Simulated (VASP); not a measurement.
Input of a VASP 6.6.1 run:

File INCAR:

```
SYSTEM = Cu
ALGO = Normal ; EDIFF = 1E-7
EDIFFG = -0.02 ; ENCUT = 600
GGA = PS ; IBRION = 2
ISIF = 3 ; ISMEAR = -1
IVDW = 12 ; LASPH = .TRUE.
LCHARG = .FALSE. ; LREAL = .FALSE.
LWAVE = .FALSE. ; NELM = 80
NSW = 80 ; PREC = Accurate
SIGMA = 0.1
```

Contents of KPOINTS:

```
k-points
0
G
  15 15 8
  0 0 0
```

POSCAR

```
Cu
1.0
    2.5341000000      0.0000000000      0.0000000000
   -1.2670500000      2.1945900000      0.0000000000
    0.0000000000      0.0000000000      4.1125700000
Cu
2
Direct
    0.3333333333      0.6666666667      0.2500000000
    0.6666666667      0.3333333333      0.7500000000
```

Potentials or basis: VASP PAW PBE potentials, release 64 (Cu).

Command:

```sh
$ cat potpaw_PBE.64/Cu/POTCAR > POTCAR
$ mpirun -np 1 vasp_std > vasp.out
```

**Question.** What does it give for the band gap on the k mesh?

**Answer.** Zero (bands 11 and 12 overlap by 6.35 eV).

**Question.** Estimate the relaxed volume.

**Answer.** 10.86 Å³/atom.

**Question.** Predict the space group after relaxing (to 0.1 Å).

**Answer.** P6_3/mmc (No. 194).

**Question.** Predict the relaxed cell.

**Answer.** a = 2.478 Å, b = 2.478 Å, c = 4.085 Å, α = 90.00°, β = 90.00°, γ = 120.00°.

Final structure:
```xyz
2
Lattice="2.4778 0.0000 0.0000 -1.2389 2.1458 0.0000 0.0000 0.0000 4.0850" Properties=species:S:1:pos:R:3 pbc="T T T"
Cu    0.0000    1.4305    1.0212
Cu    1.2389    0.7153    3.0637
```

Caveat: the PAW data sets were made with another functional, which shifts forces and pressure a little.
